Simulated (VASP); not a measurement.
# BeTe (F-43m) in VASP: a series of runs, part 2 of 2

VASP 6.6.1. Earlier steps stand in the parts before.

## Step 4: Dielectric tensor, r2SCAN (strain -1.0%)

Contents of INCAR:

```
SYSTEM = BeTe
ALGO     = Normal         ! electronic algorithm
EDIFF    = 1E-8           ! SCF threshold, eV
ENCUT    = 520            ! plane-wave cutoff, eV
ISIF     = 2              ! what is computed and relaxed
ISMEAR   = 0              ! smearing method
LASPH    = .TRUE.         ! aspherical terms in the spheres
LCALCEPS = .TRUE.       
LCHARG   = .FALSE.        ! write CHGCAR
LMIXTAU  = .TRUE.       
LREAL    = .FALSE.        ! projectors in reciprocal space
LWAVE    = .FALSE.        ! write WAVECAR
METAGGA  = R2SCAN         ! meta-GGA
NELM     = 100            ! most SCF steps
PREC     = Accurate       ! precision mode
SIGMA    = 0.01           ! smearing width, eV
```

Contents of KPOINTS:

```
k-points
0
G
  6 6 6
  0 0 0
```

Contents of POSCAR:

```
BeTe
1.0
    0.0000000000      2.8003373892      2.8003373892
    2.8003373892      0.0000000000      2.8003373892
    2.8003373892      2.8003373892      0.0000000000
Be Te
1 1
Direct
    0.0000000000      0.0000000000      0.0000000000
    0.2500000000      0.2500000000      0.2500000000
```

Potentials or basis: VASP PAW PBE potentials, release 64 (Be, Te).

Run with:

```sh
cat potpaw_PBE.64/Be/POTCAR potpaw_PBE.64/Te/POTCAR > POTCAR
mpirun -np 1 vasp_std > vasp.out
```

OUTCAR:

```text
SYSTEM = BeTe
   EDIFF = 1E-8
   ENCUT = 520
   ISIF = 2
   ISMEAR = 0
   LASPH = .TRUE.
   LREAL = .FALSE.
   METAGGA = R2SCAN
   NELM = 100
   PREC = Accurate

 ion  position               nearest neighbor table
   1  0.000  0.000  0.000-   2 2.43   2 2.43   2 2.43   2 2.43
   2  0.250  0.250  0.250-   1 2.43   1 2.43   1 2.43   1 2.43

  LATTYP: Found a face centered cubic cell.
 ALAT       =     5.6006747784

  Lattice vectors:

 A1 = (   0.0000000000,   2.8003373892,   2.8003373892)
 A2 = (   2.8003373892,   0.0000000000,   2.8003373892)
 A3 = (   2.8003373892,   2.8003373892,   0.0000000000)

Analysis of symmetry for initial positions (statically):
=====================================================================
 Subroutine PRICEL returns:
 Original cell was already a primitive cell.

 Routine SETGRP: Setting up the symmetry group for a
 face centered cubic supercell.

 Subroutine GETGRP returns: Found 24 space group operations
 (whereof 24 operations were pure point group operations)
 out of a pool of 48 trial point group operations.

The static configuration has the point symmetry T_d .

Analysis of symmetry for dynamics (positions and initial velocities):
=====================================================================
 Subroutine PRICEL returns:
 Original cell was already a primitive cell.

 Routine SETGRP: Setting up the symmetry group for a
 face centered cubic supercell.

 Subroutine GETGRP returns: Found 24 space group operations
 (whereof 24 operations were pure point group operations)
 out of a pool of 48 trial point group operations.

The dynamic configuration has the point symmetry T_d .

 Subroutine INISYM returns: Found 24 space group operations
[... 400 lines left out ...]
      1      -6.8146      2.00000
      2       1.2475      2.00000
      3       3.4477      2.00000
      4       3.4770      2.00000
      5   10000.0000      0.00000
      6   10000.0000      0.00000
      7   10000.0000      0.00000
      8   10000.0000      0.00000

 [... further k-points ...]

------------------------ aborting loop because EDIFF is reached ----------------------------------------

            Ionic dipole moment: p[ion]=(     8.40101     8.40101     8.40101 ) |e| Angst

 Total electronic dipole moment: p[elc]=(     0.01739     0.01739     0.03155 ) |e| Angst

 MACROSCOPIC STATIC DIELECTRIC TENSOR (including local field effects)
 ------------------------------------------------------
           6.842279    -0.000000     0.000000
           0.000000     6.842279    -0.000000
           0.000000     0.000000     6.842279
 ------------------------------------------------------

 PIEZOELECTRIC TENSOR (including local field effects) (e Angst)
          XX          YY          ZZ          XY          YZ          ZX
  --------------------------------------------------------------------------------
  x    -0.00000     0.00000     0.00000     0.00000    -1.36171    -0.00000
  y     0.00000     0.00000     0.00000     0.00000     0.00000    -1.36171
  z     0.00000     0.00000    -0.00000    -1.36171     0.00000     0.00000

 PIEZOELECTRIC TENSOR (including local field effects) (C/m^2)
          XX          YY          ZZ          XY          YZ          ZX
  --------------------------------------------------------------------------------
  x    -0.00000     0.00000     0.00000     0.00000    -0.49675    -0.00000
  y     0.00000     0.00000     0.00000     0.00000     0.00000    -0.49675
  z     0.00000     0.00000    -0.00000    -0.49675     0.00000     0.00000

 BORN EFFECTIVE CHARGES (including local field effects) (in |e|, cummulative output)
 ---------------------------------------------------------------------------------
 ion    1
    1     1.37220     0.00000     0.00000
    2    -0.00000     1.37220     0.00000
    3    -0.00000    -0.00000     1.37220
 ion    2
    1    -1.37220    -0.00000     0.00000
    2     0.00000    -1.37220    -0.00000
    3     0.00000     0.00000    -1.37220

  FORCE on cell =-STRESS in cart. coord.  units (eV):
  Direction    XX          YY          ZZ          XY          YZ          ZX
  --------------------------------------------------------------------------------------
  -------------------------------------------------------------------------------------
  Total        0.5882777      0.5882777      0.5882777      0.0000000      0.0000000     -0.0000000
  in kB       21.4601061     21.4601061     21.4601061      0.0000000      0.0000000     -0.0000000
  external PRESSURE =      21.4601061 kB  Pullay stress =       0.0000000 kB

 VOLUME and BASIS-vectors are now :
 -----------------------------------------------------------------------------
  energy-cutoff  :      520.00
  volume of cell :       43.92
      direct lattice vectors                 reciprocal lattice vectors
     0.000000000  2.800337389  2.800337389    -0.178549914  0.178549914  0.178549914
     2.800337389  0.000000000  2.800337389     0.178549914 -0.178549914  0.178549914
     2.800337389  2.800337389  0.000000000     0.178549914  0.178549914 -0.178549914

 POSITION                                       TOTAL-FORCE (eV/Angst)
 -----------------------------------------------------------------------------------
      0.00000      0.00000      0.00000         0.000000      0.000000      0.000000
      1.40017      1.40017      1.40017        -0.000000     -0.000000     -0.000000
 -----------------------------------------------------------------------------------
    total drift:                                0.000000      0.000000      0.000000

  FREE ENERGIE OF THE ION-ELECTRON SYSTEM (eV)
  ---------------------------------------------------
  free  energy   TOTEN  =       -30.6703685736 eV

  energy  without entropy=      -30.6703685736  energy(sigma->0) =      -30.67036857
```

stdout:

```text
POSCAR found type information on POSCAR BeTe
 POSCAR found :  2 types and       2 ions
 scaLAPACK will be used
 -----------------------------------------------------------------------------
|                                                                             |
[... 105 lines left out ...]
 p_tot=(  0.842E+01  0.842E+01  0.843E+01 )
dp_tot=(  0.203E-04  0.203E-04  0.143E-01 )  diag[e(oo)]=(    ---      ---    6.87200 )
 p_tot=(  0.842E+01  0.842E+01  0.843E+01 )
dp_tot=(  0.202E-04  0.202E-04  0.142E-01 )  diag[e(oo)]=(    ---      ---    6.85338 )
 final diagonalization full
 p_tot=(  0.842E+01  0.842E+01  0.843E+01 )
dp_tot=(  0.201E-04  0.201E-04  0.142E-01 )  diag[e(oo)]=(    ---      ---    6.84228 )
```

Run time: 12 min. Hardware: 1 thread of Intel Xeon 6975P-C (Granite Rapids), shared host; peak memory 0.27 GiB.

Results:

| Item | Value |
| --- | --- |
| Band gap on the k mesh | 2.29 eV (least direct gap 4.00 eV) |
| Electronic dielectric tensor (diagonal) | 6.84 |
| Born charges (mean of the diagonal) | Be +1.37; Te -1.37 e |

Electronic dielectric tensor:
```
6.84 0.00 0.00
0.00 6.84 0.00
0.00 0.00 6.84
```

Born effective charge tensors (e):
atom 1, Be
```
1.37 0.00 0.00
0.00 1.37 0.00
0.00 0.00 1.37
```
atom 2, Te
```
-1.37  0.00  0.00
 0.00 -1.37  0.00
 0.00  0.00 -1.37
```

Dipole moments of the cell (e·Å, modulo the quantum): ionic 8.401, 8.401, 8.401; electronic 0.017, 0.017, 0.032

Caveat: the cell differs from its parent crystal (strain -1.0%); the PAW data sets were made with another functional, which shifts forces and pressure a little; spin-orbit coupling is left out, which moves the levels of the heavy elements. A k mesh can miss the band edges.

## Step 5: Dielectric tensor, r2SCAN

This run uses another cell than the first one, of 22.63 Å³/atom.

Contents of INCAR:

```
PREC     = Accurate       # precision mode
ENCUT    = 520            # plane-wave cutoff, eV
EDIFF    = 1E-8           # SCF threshold, eV
ISMEAR   = 0              # smearing method
SIGMA    = 0.01           # smearing width, eV
LREAL    = F              # projectors in reciprocal space
LASPH    = T              # aspherical terms in the spheres
NELM     = 60             # most SCF steps
ALGO     = Normal         # electronic algorithm
ISIF     = 2              # what is computed and relaxed
LWAVE    = F              # write WAVECAR
LCHARG   = F              # write CHGCAR
METAGGA  = R2SCAN         # meta-GGA
LMIXTAU  = T            
LCALCEPS = T
```

Contents of KPOINTS:

```
regular mesh
0
Gamma
  6 6 6
```

Contents of POSCAR:

```
BeTe
1.0
    0.0000000000      2.8286236255      2.8286236255
    2.8286236255      0.0000000000      2.8286236255
    2.8286236255      2.8286236255      0.0000000000
Be Te
1 1
Direct
    0.0000000000      0.0000000000      0.0000000000
    0.2500000000      0.2500000000      0.2500000000
```

Potentials or basis: VASP PAW PBE potentials, release 64 (Be, Te).

Run with:

```sh
cat potpaw_PBE.64/Be/POTCAR potpaw_PBE.64/Te/POTCAR > POTCAR
mpirun -np 1 vasp_std > vasp.out
```

OUTCAR:

```text
PREC = Accurate
   ENCUT = 520
   EDIFF = 1E-8
   ISMEAR = 0
   LREAL = F
   LASPH = T
   NELM = 60
   ISIF = 2
   METAGGA = R2SCAN

 ion  position               nearest neighbor table
   1  0.000  0.000  0.000-   2 2.45   2 2.45   2 2.45   2 2.45
   2  0.250  0.250  0.250-   1 2.45   1 2.45   1 2.45   1 2.45

  LATTYP: Found a face centered cubic cell.
 ALAT       =     5.6572472510

  Lattice vectors:

 A1 = (   0.0000000000,   2.8286236255,   2.8286236255)
 A2 = (   2.8286236255,   0.0000000000,   2.8286236255)
 A3 = (   2.8286236255,   2.8286236255,   0.0000000000)

Analysis of symmetry for initial positions (statically):
=====================================================================
 Subroutine PRICEL returns:
 Original cell was already a primitive cell.

 Routine SETGRP: Setting up the symmetry group for a
[... 450 lines left out ...]
  x     0.00000     0.00000     0.00000     0.00000    -1.43783     0.00000
  y    -0.00000     0.00000    -0.00000     0.00000    -0.00000    -1.43783
  z     0.00000     0.00000     0.00000    -1.43783     0.00000    -0.00000

 PIEZOELECTRIC TENSOR (including local field effects) (C/m^2)
          XX          YY          ZZ          XY          YZ          ZX
  --------------------------------------------------------------------------------
  x     0.00000     0.00000     0.00000     0.00000    -0.50894     0.00000
  y    -0.00000     0.00000    -0.00000     0.00000    -0.00000    -0.50894
  z     0.00000     0.00000     0.00000    -0.50894     0.00000    -0.00000

 BORN EFFECTIVE CHARGES (including local field effects) (in |e|, cummulative output)
 ---------------------------------------------------------------------------------
 ion    1
    1     1.43136     0.00000    -0.00000
    2     0.00000     1.43136     0.00000
    3     0.00000     0.00000     1.43136
 ion    2
    1    -1.43136    -0.00000     0.00000
    2    -0.00000    -1.43136    -0.00000
    3    -0.00000    -0.00000    -1.43136

  FORCE on cell =-STRESS in cart. coord.  units (eV):
  Direction    XX          YY          ZZ          XY          YZ          ZX
  --------------------------------------------------------------------------------------
  -------------------------------------------------------------------------------------
  Total        0.0591066      0.0591066      0.0591066      0.0000000      0.0000000      0.0000000
  in kB        2.0921433      2.0921433      2.0921433      0.0000000      0.0000000      0.0000000
  external PRESSURE =       2.0921433 kB  Pullay stress =       0.0000000 kB

 VOLUME and BASIS-vectors are now :
 -----------------------------------------------------------------------------
  energy-cutoff  :      520.00
  volume of cell :       45.26
      direct lattice vectors                 reciprocal lattice vectors
     0.000000000  2.828623626  2.828623626    -0.176764415  0.176764415  0.176764415
     2.828623626  0.000000000  2.828623626     0.176764415 -0.176764415  0.176764415
     2.828623626  2.828623626  0.000000000     0.176764415  0.176764415 -0.176764415

 POSITION                                       TOTAL-FORCE (eV/Angst)
 -----------------------------------------------------------------------------------
      0.00000      0.00000      0.00000        -0.000000     -0.000000     -0.000000
      1.41431      1.41431      1.41431         0.000000      0.000000      0.000000
 -----------------------------------------------------------------------------------
    total drift:                                0.000000      0.000000      0.000000

  FREE ENERGIE OF THE ION-ELECTRON SYSTEM (eV)
  ---------------------------------------------------
  free  energy   TOTEN  =       -30.6801525898 eV

  energy  without entropy=      -30.6801525898  energy(sigma->0) =      -30.68015259
```

OSZICAR:

```text
N       E                     dE             d eps       ncg     rms          rms(c)
DAV:   1    -0.359598395434E+01   -0.35960E+01   -0.32917E+03   256   0.800E+02
DAV:   2    -0.310508171386E+02   -0.27455E+02   -0.26708E+02   376   0.103E+02
[... 13 lines left out ...]
DMP:   9    -0.306801523660E+02   -0.11661E-06   -0.14077E-06   544   0.337E-06   0.294E-07
DMP:  10    -0.306801524505E+02   -0.84533E-07   -0.94785E-07   544   0.199E-06   0.736E-07
DMP:  11    -0.306801525145E+02   -0.63975E-07   -0.62276E-07   544   0.112E-06   0.843E-07
DMP:  12    -0.306801525578E+02   -0.43332E-07   -0.34072E-07   544   0.535E-07   0.610E-07
DMP:  13    -0.306801525806E+02   -0.22735E-07   -0.15026E-07   544   0.230E-07   0.281E-07
DMP:  14    -0.306801525898E+02   -0.92391E-08   -0.59603E-08   544   0.107E-07   0.813E-08
   1 F= -.30680153E+02 E0= -.30680153E+02  d E =-.221620E-11
```

stdout:

```text
POSCAR found type information on POSCAR BeTe
 POSCAR found :  2 types and       2 ions
 scaLAPACK will be used
 -----------------------------------------------------------------------------
|                                                                             |
[... 105 lines left out ...]
 p_tot=(  0.850E+01  0.850E+01  0.852E+01 )
dp_tot=(  0.190E-04  0.190E-04  0.145E-01 )  diag[e(oo)]=(    ---      ---    6.81179 )
 p_tot=(  0.850E+01  0.850E+01  0.852E+01 )
dp_tot=(  0.189E-04  0.189E-04  0.145E-01 )  diag[e(oo)]=(    ---      ---    6.79277 )
 final diagonalization full
 p_tot=(  0.850E+01  0.850E+01  0.852E+01 )
dp_tot=(  0.188E-04  0.189E-04  0.145E-01 )  diag[e(oo)]=(    ---      ---    6.78151 )
```

It took 11 min on 1 thread of Intel Xeon 6975P-C (Granite Rapids), shared host; peak memory 0.27 GiB.

Results:

```
Band gap on the k mesh                  : 2.37 eV (least direct gap 4.03 eV)
Electronic dielectric tensor (diagonal) : 6.78
Born charges (mean of the diagonal)     : Be +1.43; Te -1.43 e
```

Electronic dielectric tensor:
```
6.78 0.00 0.00
0.00 6.78 0.00
0.00 0.00 6.78
```

Born effective charge tensors (e):
atom 1, Be
```
1.43 0.00 0.00
0.00 1.43 0.00
0.00 0.00 1.43
```
atom 2, Te
```
-1.43  0.00  0.00
 0.00 -1.43  0.00
 0.00  0.00 -1.43
```

Dipole moments of the cell (e·Å, modulo the quantum): ionic 8.486, 8.486, 8.486; electronic 0.018, 0.018, 0.032

Caveat: the PAW data sets were made with another functional, which shifts forces and pressure a little; spin-orbit coupling is left out, which moves the levels of the heavy elements. A k mesh can miss the band edges.

## Step 6: The runs side by side

| cell | gap on the mesh (eV) |
| --- | --- |
| a = 3.880 Å, angles 60.0°, 2 atoms | 2.13 |
| a = 3.920 Å, angles 60.0°, 2 atoms | 2.21 |
| a = 3.960 Å, angles 60.0°, 2 atoms | 2.29 |
| a = 4.000 Å, angles 60.0°, 2 atoms | 2.37 |

Alike in all rows: task dielectric tensor; level r2SCAN; potentials or basis VASP PAW PBE potentials, release 64 (Be, Te); no spin polarisation; k mesh 6 × 6 × 6; cutoff (eV) 520; smearing gaussian 0.01 eV.

Caveats: the PAW data sets were made with another functional, which shifts forces and pressure a little; spin-orbit coupling is left out, which moves the levels of the heavy elements.

Total energies depend on the potentials used, so only differences within one code and one set of settings carry meaning.
